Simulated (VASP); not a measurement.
Crystal: RbBr.

```xyz
2
Lattice="0.0000 3.8695 3.8695 3.8695 0.0000 3.8695 3.8695 3.8695 0.0000" Properties=species:S:1:pos:R:3 pbc="T T T"
Rb    0.0000    0.0000    0.0000
Br    1.9347    1.9347    1.9347
```

Base run:

| Property | Result |
| --- | --- |
| Program | VASP 6.6.1 |
| Functional | r2SCANh |
| Potentials or basis | VASP PAW PBE potentials, release 64 (Rb_sv, Br) |
| Cutoff | 520 eV |
| k mesh | 4 × 4 × 4 |
| Occupations | gaussian, width 0.01 eV |
| Spin | no spin polarisation |

Its results: band gap on the k mesh 5.27 eV, indirect (least direct gap 5.36 eV); pressure 0.0 GPa.

Question: After a change of settings the same cell gave: band gap on the k mesh 5.91 eV, indirect (least direct gap 6.00 eV); pressure 0.1 GPa. Which change was it?
A. functional from r2SCANh to PBE; further incar settings from ALGO = Normal; EDIFF = 1e-07; NBANDS = 15 to ALGO = Normal; EDIFF = 1e-06; NBANDS = 15
B. functional from r2SCANh to PBE0
C. functional from r2SCANh to HSE06; further incar settings from ALGO = Normal; EDIFF = 1e-07; NBANDS = 15 to ALGO = Normal; EDIFF = 1e-06; NBANDS = 15
D. functional from r2SCANh to HF; further incar settings from ALGO = Normal; EDIFF = 1e-07; NBANDS = 15 to ALGO = Normal; EDIFF = 1e-06; NBANDS = 15

Answer: B.

Caveats: the PAW data sets were made with another functional, which shifts forces and pressure a little.
